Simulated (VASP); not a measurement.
# Si (P3_212) in VASP: notebook

The runs below take Si through single point, relaxation of cell and atoms, with PBE.

Program: VASP 6.6.1. These are calculated values, not measurements. Logs are shortened: lines on timing, memory, paths and dates and some standing lists are left out, and cuts for length are marked.

## 1. The cell of the first run

It takes space group P3_212 (No. 153, trigonal). The conventional cell has a = 7.216 Å, b = 7.216 Å, c = 3.782 Å, α = 90.00°, β = 90.00°, γ = 120.00°. Within 3.2 Å of Si (site symmetry 1) lie 5 Si at 2.39 to 2.90 Å. Si (site symmetry 2) has 12 Si at 2.39 to 3.37 Å within 3.4 Å.

The cell was built from a structure type or drawn by symmetry, and may not be a known phase.

## 2. Single point, PBE

File INCAR:

```
SYSTEM = Si
PREC     = Accurate       ! precision mode
ENCUT    = 520            ! plane-wave cutoff, eV
EDIFF    = 1E-6           ! SCF threshold, eV
ISMEAR   = 0              ! smearing method
SIGMA    = 0.1            ! smearing width, eV
LREAL    = .False.        ! projectors in reciprocal space
LASPH    = .True.         ! aspherical terms in the spheres
NELM     = 100            ! most SCF steps
ALGO     = Normal         ! electronic algorithm
ISIF     = 2              ! what is computed and relaxed
LWAVE    = .False.        ! write WAVECAR
LCHARG   = .False.        ! write CHGCAR
GGA      = PE             ! functional
NBANDS   = 28             ! bands
```

File KPOINTS:

```
regular mesh
0
Gamma
  3 3 4
  0 0 0
```

File POSCAR:

```
Si
1.0
    7.2164786362      0.0000000000      0.0000000000
   -3.6082393181      6.2496538248      0.0000000000
    0.0000000000      0.0000000000      3.7821803547
Si
9
Direct
    0.2851108176      1.0380050162      0.7548157257
   -0.0380050162      0.2471058014      0.4214823924
    0.7528941986      0.7148891824      0.0881490590
   -0.0380050162      0.7148891824      0.5785176076
    0.7528941986      1.0380050162      0.9118509410
    0.2851108176      0.2471058014      0.2451842743
    0.2393173830      0.7606826170      0.1666666667
    0.2393173830      0.4786347660      0.8333333333
    0.5213652340      0.7606826170      0.5000000000
```

Potentials or basis: VASP PAW PBE potentials, release 64 (Si).

Run with:

```sh
$ cat potpaw_PBE.64/Si/POTCAR > POTCAR
$ mpirun -np 1 vasp_std > vasp.out
```

OUTCAR:

```text
SYSTEM = Si
   PREC = Accurate
   ENCUT = 520
   EDIFF = 1E-6
   ISMEAR = 0
   LREAL = .False.
   LASPH = .True.
   NELM = 100
   ISIF = 2
   GGA = PE

 ion  position               nearest neighbor table
   1  0.285  0.038  0.755-   6 2.39   7 2.42   4 2.43   6 2.45   7 2.90
   2  0.962  0.247  0.421-   5 2.39   8 2.42   6 2.43   5 2.45   8 2.90
   3  0.753  0.715  0.088-   4 2.39   9 2.42   5 2.43   4 2.45   9 2.90
   4  0.962  0.715  0.579-   3 2.39   7 2.42   1 2.43   3 2.45   7 2.90
   5  0.753  0.038  0.912-   2 2.39   9 2.42   3 2.43   2 2.45   9 2.90
   6  0.285  0.247  0.245-   1 2.39   8 2.42   2 2.43   1 2.45   8 2.90
   7  0.239  0.761  0.167-   9 2.39   8 2.39   4 2.42   1 2.42   1 2.90   4 2.90
   8  0.239  0.479  0.833-   9 2.39   7 2.39   2 2.42   6 2.42   6 2.90   2 2.90
   9  0.521  0.761  0.500-   8 2.39   7 2.39   5 2.42   3 2.42   5 2.90   3 2.90

  LATTYP: Found a hexagonal cell.
 ALAT       =     7.2164786362
 C/A-ratio  =     0.5241033121

  Lattice vectors:

 A1 = (   7.2164786362,   0.0000000000,   0.0000000000)
 A2 = (  -3.6082393181,   6.2496538248,   0.0000000000)
 A3 = (   0.0000000000,   0.0000000000,   3.7821803547)

Analysis of symmetry for initial positions (statically):
=====================================================================
 Subroutine PRICEL returns:
 Original cell was already a primitive cell.

 Routine SETGRP: Setting up the symmetry group for a
 hexagonal supercell.

 Subroutine GETGRP returns: Found  6 space group operations
 (whereof  2 operations were pure point group operations)
 out of a pool of 24 trial point group operations.

The static configuration has the point symmetry C_2 .
 The point group associated with its full space group is D_3 .

Analysis of symmetry for dynamics (positions and initial velocities):
=====================================================================
 Subroutine PRICEL returns:
 Original cell was already a primitive cell.

 Routine SETGRP: Setting up the symmetry group for a
 hexagonal supercell.

 Subroutine GETGRP returns: Found  6 space group operations
 (whereof  2 operations were pure point group operations)
 out of a pool of 24 trial point group operations.

The dynamic configuration has the point symmetry C_2 .
 The point group associated with its full space group is D_3 .

 Subroutine INISYM returns: Found  6 space group operations
 (whereof  2 operations are pure point group operations),
 and found     1 'primitive' translations
[... 100 lines left out ...]
   ISIF   =      2    stress and relaxation
   ISYM   =      2    0-nonsym 1-usesym 2-fastsym
   POTIM  = 0.5000    time-step for ionic-motion
   TEBEG  =    0.0;   TEEND  =   0.0 temperature during run
   PSTRESS=    0.0 pullay stress
   NELECT =      36.0000    total number of electrons
   NUPDOWN=      -1.0000    fix difference up-down
   EMIN   =  10.00;   EMAX   =-10.00  energy-range for DOS
   EFERMI =   0.00;   METHOD = LEGACY
   ISMEAR =     0;   SIGMA  =   0.10  broadening in eV -4-tet -1-fermi 0-gaus
   EFERMI_NEDOS =   21; number of points for ismear=-14 and -15
   IALGO  =     38    algorithm
   IMIX   =      4    mixing-type and parameters
     AMIX     =   0.40;   BMIX     =  1.00
     AMIX_MAG =   1.60;   BMIX_MAG =  1.00
  volume/ion in A,a.u.               =      18.95       127.90
  Fermi-wavevector in a.u.,A,eV,Ry     =   0.974693  1.841903 12.925893  0.950026
  Thomas-Fermi vector in A             =   2.105173
   LORBIT       =      0    0 simple, 1 ext, 2 COOP (PROOUT), +10 PAW based schemes
   GGA     = PE    functional components
   LHFCALC =     F    Hartree Fock is set to
   AEXX    =    0.0000 exact exchange contribution
   IVDW    =     0    specifies the selected vdW correction
   LEPSILON=     F    determine dielectric tensor
   LRPA    =     F    only Hartree local field effects (RPA)
 non-spin polarized calculation
 Gauss-broadening in eV      SIGMA  =   0.10
  energy-cutoff  :      520.00
  volume of cell :      170.58
 maximum number of plane-waves:      4658
 NGX is ok and might be reduce to    54
   NGX = 27   NGY = 27   NGZ = 15

 number of electron      35.9999999 magnetization

 Free energy of the ion-electron system (eV)
  ---------------------------------------------------
  ext. energy  EPLUGINS =         0.00000000
  ---------------------------------------------------
  free energy    TOTEN  =       -44.07169453 eV

  energy without entropy =      -44.05684942  energy(sigma->0) =      -44.06427198

 E-fermi :   6.3133     XC(G=0):  -9.7562

 val. band max:        6.3046020090   @ k =  -0.3333  -0.3333   0.2500
 cond. band min:       6.3231619242   @ k =   0.0000   0.0000   0.5000
 fundamental gap:      0.0185599152
 Fermi energy:         6.3132711652

 k-point     1 :       0.0000    0.0000    0.0000
  band No.  band energies     occupation
      1      -6.3735      2.00000
      2      -3.8071      2.00000
      3      -3.8071      2.00000
      4      -2.9970      2.00000
      5      -1.9231      2.00000
      6      -1.9231      2.00000
[... 299 lines left out ...]
     27      11.4026      0.00000
     28      11.5936      0.00000

------------------------ aborting loop because EDIFF is reached ----------------------------------------

  FORCE on cell =-STRESS in cart. coord.  units (eV):
  Direction    XX          YY          ZZ          XY          YZ          ZX
  --------------------------------------------------------------------------------------
  -------------------------------------------------------------------------------------
  Total       -0.0610504     -0.0610504      0.1081514     -0.0000000      0.0000000      0.0000000
  in kB       -0.5734233     -0.5734233      1.0158255     -0.0000000      0.0000000      0.0000000
  external PRESSURE =      -0.0436737 kB  Pullay stress =       0.0000000 kB

 VOLUME and BASIS-vectors are now :
 -----------------------------------------------------------------------------
  energy-cutoff  :      520.00
  volume of cell :      170.58
      direct lattice vectors                 reciprocal lattice vectors
     7.216478636  0.000000000  0.000000000     0.138571740  0.080004431  0.000000000
    -3.608239318  6.249653825  0.000000000     0.000000000  0.160008863  0.000000000
     0.000000000  0.000000000  3.782180355     0.000000000  0.000000000  0.264397756

 POSITION                                       TOTAL-FORCE (eV/Angst)
 -----------------------------------------------------------------------------------
      1.92036      0.23752      2.85485        -0.011990      0.013613      0.030922
      6.05060      1.54433      1.59412        -0.005794     -0.017191      0.030922
      2.85375      4.46781      0.33340         0.017785      0.003577      0.030922
      4.36272      4.46781      2.18806        -0.017785      0.003577     -0.030922
      5.29611      0.23752      3.44878         0.011990      0.013613     -0.030922
      1.16588      1.54433      0.92733         0.005794     -0.017191     -0.030922
     -1.01770      4.75400      0.63036         0.004940     -0.002852      0.000000
      0.00000      2.99130      3.15182        -0.000000      0.005704      0.000000
      1.01770      4.75400      1.89109        -0.004940     -0.002852      0.000000
 -----------------------------------------------------------------------------------
    total drift:                               -0.000001     -0.000001      0.000000

  FREE ENERGIE OF THE ION-ELECTRON SYSTEM (eV)
  ---------------------------------------------------
  free  energy   TOTEN  =       -44.0716945304 eV

  energy  without entropy=      -44.0568494240  energy(sigma->0) =      -44.06427198
```

It took 1.8 min on 1 thread of Intel Xeon 8259CL, shared host; peak memory 0.26 GiB.

What came out:

```
Free energy            : -44.0717 eV
Pressure               : 0.0 GPa
Largest force          : 0.036 eV/Å
Band gap on the k mesh : zero (bands 18 and 19 overlap by 0.61 eV)
```

Forces on the atoms (eV/Å):
```
Si  -0.012  0.014  0.031
Si  -0.006 -0.017  0.031
Si   0.018  0.004  0.031
Si  -0.018  0.004 -0.031
Si   0.012  0.014 -0.031
Si   0.006 -0.017 -0.031
Si   0.005 -0.003  0.000
Si   0.000  0.006  0.000
Si  -0.005 -0.003  0.000
```

Caveat: the k points lie up to 0.42 Å⁻¹ apart, too coarse for converged energies and pressures of a metal; semilocal functionals underestimate gaps, so a narrow gap can read as zero.

## 3. Relaxation of cell and atoms, PBE

This run uses another cell than the first one, of 17.76 Å³/atom.

File INCAR:

```
SYSTEM = Si
PREC = Accurate ; ENCUT = 600
EDIFF = 1E-6 ; ISMEAR = 0
SIGMA = 0.1 ; LREAL = .FALSE.
LASPH = .TRUE. ; NELM = 100
ALGO = Normal ; ISIF = 3
LWAVE = .FALSE. ; LCHARG = .FALSE.
GGA = PE ; IBRION = 2
NSW = 90 ; EDIFFG = -0.04
```

File KPOINTS:

```
Automatic mesh
0
G
  3 3 4
  0 0 0
```

File POSCAR:

```
Si
1.0
    6.7271631000      0.0000000000      0.0000000000
   -3.3635815500      5.8258941400      0.0000000000
    0.0000000000      0.0000000000      4.0776202900
Si
9
Direct
    0.2461255800      0.9896976400      0.8527552900
    0.0103023600      0.2564279400      0.5194219600
    0.7435720600      0.7538744200      0.1860886200
    0.0103023600      0.7538744200      0.4805780400
    0.7435720600      0.9896976400      0.8139113800
    0.2461255800      0.2564279400      0.1472447100
    0.2520749900      0.7479250100      0.1666666700
    0.2520749900      0.5041499700      0.8333333300
    0.4958500300      0.7479250100      0.5000000000
```

Potentials or basis: VASP PAW PBE potentials, release 64 (Si).

Run with:

```sh
$ cat potpaw_PBE.64/Si/POTCAR > POTCAR
$ mpirun -np 1 vasp_std > vasp.out
```

Run time: 16 min. Hardware: 1 thread of Intel Xeon 8259CL, shared host; peak memory 0.32 GiB.

Results (log left out):

```
Free energy                           : -43.1279 eV
Relaxed volume                        : 23.04 Å³/atom
Relaxed cell                          : a = 7.732 Å, b = 7.732 Å, c = 4.005 Å, α = 90.00°, β = 90.00°, γ = 120.00°
Space group after relaxing (to 0.1 Å) : P3_212 (No. 153)
Energy gained by relaxing             : 554.4 meV/atom
Ionic steps                           : 14
Pressure after relaxing               : 0.2 GPa
Largest force after relaxing          : 0.025 eV/Å
Band gap on the k mesh                : zero (bands 18 and 19 overlap by 0.47 eV)
```

Forces on the atoms (eV/Å):
```
Si   0.009 -0.002 -0.023
Si  -0.002  0.009 -0.023
Si  -0.006 -0.006 -0.023
Si   0.006 -0.006  0.023
Si  -0.009 -0.002  0.023
Si   0.002  0.009  0.023
Si  -0.010  0.006  0.000
Si   0.000 -0.011  0.000
Si   0.010  0.006  0.000
```

Stress tensor (GPa, compression positive):
```
0.24 0.00 0.00
0.00 0.24 0.00
0.00 0.00 0.05
```

Step by step:
| step | energy change (eV) | largest force (eV/Å) | pressure (GPa) | volume (Å³) |
| --- | --- | --- | --- | --- |
| 1 | 0.0000 | 2.7177 | 34.10 | 159.81 |
| 2 | -2.1557 | 1.0884 | -9.05 | 264.10 |
| 3 | -4.4894 | 1.1032 | -0.10 | 208.59 |
| 4 | -4.4921 | 1.0971 | 0.25 | 207.53 |
| 5 | -4.4922 | 1.0900 | 0.60 | 206.50 |
| 6 | -4.7081 | 0.1410 | -0.34 | 209.86 |
| 7 | -4.7233 | 0.5217 | -0.56 | 210.97 |
| 8 | -4.8566 | 0.3124 | -0.33 | 209.95 |
| 9 | -4.9537 | 0.2848 | 0.08 | 207.69 |
| 10 | -4.9544 | 0.2821 | 0.03 | 207.92 |
| 11 | -4.9759 | 0.1551 | -0.09 | 208.02 |
| 12 | -4.9817 | 0.1949 | -0.18 | 208.11 |
| 13 | -4.9885 | 0.0549 | 0.31 | 207.07 |
| 14 | -4.9895 | 0.0247 | 0.18 | 207.34 |

Final structure:
```
Si
1.0
     7.73209    0.00000    0.00000
    -3.86604    6.69618    0.00000
     0.00000    0.00000    4.00461
Si
9
Direct
  0.24691 0.99893 0.83455
  0.00107 0.24798 0.50121
  0.75202 0.75309 0.16788
  0.00107 0.75309 0.49879
  0.75202 0.99893 0.83212
  0.24691 0.24798 0.16545
  0.24960 0.75040 0.16667
  0.24960 0.49921 0.83333
  0.50079 0.75040 0.50000
```

Levels at points of the mesh, in eV from the Fermi level:
```csv
k point,band 16,band 17,band 18,band 19,band 20,band 21
"(0.00, 0.00, 0.00)",-1.22,-0.37,-0.37,0.56,0.65,0.65
"(0.00, 0.00, 0.50)",-0.33,-0.03,-0.03,0.04,0.04,1.37
```

Caveat: the k points lie up to 0.39 Å⁻¹ apart in the final cell; the volume moved by over 15 % at a fixed basis, so the end points are rough; semilocal functionals underestimate gaps, so a narrow gap can read as zero.
